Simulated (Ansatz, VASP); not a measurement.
**Yb: VASP beside Ansatz**

```
Yb
1.0
     3.12922    0.00000    0.00000
     0.00000    3.12922    0.00000
     0.00000    0.00000    3.12922
Yb
1
Direct
  0.00000 0.00000 0.00000
```

Alike in both runs: functional LDA; k mesh 9 × 9 × 9; occupations fermi-dirac, width 0.1 eV; no spin polarisation.

Ansatz relaxed the structure, and its values are those at the end. VASP's run is a single point on that final structure, the one shown.

|  | VASP | Ansatz |
| --- | --- | --- |
| version | VASP 6.6.1 | Ansatz 0.2.0 |
| potentials or method | VASP PAW PBE potentials, release 64 (Yb), cutoff 520 eV | plane waves (420 eV) with PAW, scalar-relativistic |
| valence electrons in the cell | 24 | 24 |

```tsv
	VASP	Ansatz	Ansatz less VASP
pressure (GPa)	-0.2	0.0	+0.23
```

VASP's potentials were made for PBE, not for LDA, and Ansatz warns of the same on its side. LDA's correlation is that of Perdew and Zunger in VASP and of Perdew and Wang (1992) in Ansatz.

Neither program's run includes spin-orbit coupling.
